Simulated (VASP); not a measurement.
## InSe: single point with PBEsol

InSe:

```
CELL_PARAMETERS angstrom
4.00587 0.00000 0.00000
-2.00294 3.46919 0.00000
0.00000 0.00000 16.99802
ATOMIC_POSITIONS crystal
In 0.33333 0.66667 0.33168
In 0.66667 0.33333 0.83168
In 0.66667 0.33333 0.66832
In 0.33333 0.66667 0.16832
Se 0.33333 0.66667 0.59307
Se 0.66667 0.33333 0.09307
Se 0.66667 0.33333 0.40693
Se 0.33333 0.66667 0.90693
```

```yaml
Program: VASP 6.6.1
Task: single point
Functional: PBEsol
Potentials_or_basis: VASP PAW PBE potentials, release 64 (In_d, Se)
Cutoff: 520 eV
k_mesh: 12 × 12 × 2
Occupations: gaussian, width 0.02 eV
Spin: no spin polarisation
Dipole_correction: no
Further_INCAR_settings: ALGO = Normal; EDIFF = 1e-06; NBANDS = 48
```

- Pressure: 0.0 GPa
- Largest force: 0.018 eV/Å
- Band gap on the k mesh: 0.42 eV

Forces in eV/Å, atoms in the order of the input:
```
In   0.000  0.000 -0.018
In   0.000  0.000 -0.018
In   0.000  0.000  0.018
In   0.000  0.000  0.018
Se   0.000  0.000 -0.018
Se   0.000  0.000 -0.018
Se   0.000  0.000  0.018
Se   0.000  0.000  0.018
```

Levels at points of the mesh, in eV from the valence-band top:
| k point | band 34 | band 35 | band 36 | band 37 | band 38 | band 39 | band 40 | band 41 | band 42 | band 43 |
| --- | --- | --- | --- | --- | --- | --- | --- | --- | --- | --- |
| (0.00, 0.00, 0.00) | -1.13 | -1.13 | -1.05 | -1.05 | 0.00 | 0.42 | 1.67 | 2.10 | 2.10 | 4.27 |
| (0.50, 0.00, 0.00) | -2.18 | -2.08 | -2.00 | -1.98 | -1.38 | 1.21 | 1.23 | 1.88 | 1.97 | 3.31 |
| (0.00, 0.00, 0.50) | -1.08 | -1.08 | -1.08 | -0.87 | -0.87 | 1.21 | 1.21 | 2.11 | 2.11 | 4.33 |
| (0.50, 0.00, 0.50) | -2.28 | -2.05 | -2.05 | -1.69 | -1.69 | 1.47 | 1.47 | 1.62 | 1.62 | 3.51 |

It took 7.2 min on 1 thread of AMD EPYC 7R43 64-Core Processor (Zen 3), on a shared host, peak memory 0.5 GiB.

Caveat: semilocal functionals underestimate gaps, and a narrow one can read as zero; the PAW data sets were made with another functional, which shifts forces and pressure a little; spin-orbit coupling is left out, which moves the levels of the heavy elements; this functional lacks dispersion, which binds layers or chains, so the pressure and a relaxed spacing across them are unreliable.
